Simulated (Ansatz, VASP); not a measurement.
## Hg in VASP and in Ansatz

Contents of INCAR:

```
SYSTEM = Hg
PREC     = Accurate       ! precision mode
ENCUT    = 520            ! plane-wave cutoff, eV
EDIFF    = 1E-6           ! SCF threshold, eV
ISMEAR   = 1              ! smearing method
SIGMA    = 0.1            ! smearing width, eV
LREAL    = .False.        ! projectors in reciprocal space
LASPH    = .True.         ! aspherical terms in the spheres
NELM     = 60             ! most SCF steps
ALGO     = Normal         ! electronic algorithm
ISIF     = 2              ! what is computed and relaxed
LWAVE    = .False.        ! write WAVECAR
LCHARG   = .False.        ! write CHGCAR
NBANDS   = 12             ! bands
```

Contents of KPOINTS:

```
Automatic mesh
0
Gamma
  11 11 11
  0 0 0
```

File POSCAR:

```
Hg
1.0
    1.7463233735      1.0082402698      2.1478810803
   -1.7463233735      1.0082402698      2.1478810803
    0.0000000000     -2.0164805396      2.1478810803
Hg
1
Direct
    0.0000000000      1.0000000000      0.0000000000
```

Input for Ansatz:

```yaml
crystal:
  lattice:
    - [1.7463233735, 1.0082402698, 2.1478810803]
    - [-1.7463233735, 1.0082402698, 2.1478810803]
    - [0.0, -2.0164805396, 2.1478810803]
  atoms:
    - { symbol: Hg, position: [0.0, 1.0, 0.0] }
hamiltonian:
  xc: lda
  pseudopotentials:
    kind: paw
    azcp:
      Hg: "pseudopotentials/Hg.paw.azcp"
basis:
  ecutwfc: 420
  fft_grid_basis: typed
kpoints:
  mp_grid: { grid: [11, 11, 11], shift: [0, 0, 0] }
magnetization:
  spin_polarized: false
scf:
  occupations: { method: cold, width: 0.1 }
  lower_state_search: "off"
output:
  stress: true
  write_density: true
  write_potential: true
  elf: true
  volumetric_format: npy
```

Alike in both runs: task single point; functional LDA; k mesh 11 × 11 × 11; no spin polarisation.

|  | VASP | Ansatz |
| --- | --- | --- |
| version | VASP 6.6.1 | Ansatz 0.2.0 |
| potentials or method | VASP PAW LDA potentials, release 64 (Hg), cutoff 520 eV | plane waves (420 eV) with PAW, scalar-relativistic |
| occupations | methfessel-paxton of order 1, width 0.1 eV | cold, width 0.1 eV |
| valence electrons in the cell | 12 | 20 |

```tsv
	VASP	Ansatz	Ansatz less VASP
pressure (GPa)	0.9	0.2	-0.70
traceless stress, the component that is largest in VASP (GPa)	0.52	0.17	-0.353
```

Ansatz warns that its potentials were made for another functional, while VASP's fit it. LDA's correlation is that of Perdew and Zunger in VASP and of Perdew and Wang (1992) in Ansatz. VASP's potentials hold 12 valence electrons a cell and Ansatz's 20, so a difference there can come from the potentials and not from the codes.

Spin-orbit coupling is off throughout.
